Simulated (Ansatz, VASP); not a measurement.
**One calculation of Si8N, two programs**

```
Si N
1.0
     4.48812    0.00000    0.00000
     0.00000    4.48812    0.00000
     0.00000    0.00000    5.46462
Si N
8 1
Cartesian
  1.0196 2.2441 2.7323
  3.4686 2.2441 2.7323
  2.2441 1.0196 2.7323
  2.2441 3.4686 2.7323
  3.1441 0.0000 0.0000
  1.3440 0.0000 0.0000
  0.0000 3.1441 0.0000
  0.0000 1.3440 0.0000
  2.2441 2.2441 2.7323
```

Alike in both runs: task single point; functional PBE; k mesh 4 × 4 × 4; occupations gaussian, width 0.1 eV; no spin polarisation.

```csv
,VASP,Ansatz
version,VASP 6.6.1,Ansatz 0.2.0
potentials or method,"VASP PAW PBE potentials, release 64 (Si, N), cutoff 520 eV","scalar-relativistic, plane waves, PAW"
valence electrons in the cell,37,37
```

|  | VASP | Ansatz | Ansatz less VASP |
| --- | --- | --- | --- |
| gap on the k mesh at the Fermi level (eV) | none | none | - |
| rms of the force components (eV/Å) | 23.519 | 24.583 | +1.0647 |

Atom by atom the forces differ by 1.065 eV/Å (rms over components). A gap of «none» marks a metal or a gap that the smearing closes. With one functional, cell and mesh, what is left measures potentials, basis and numerics.
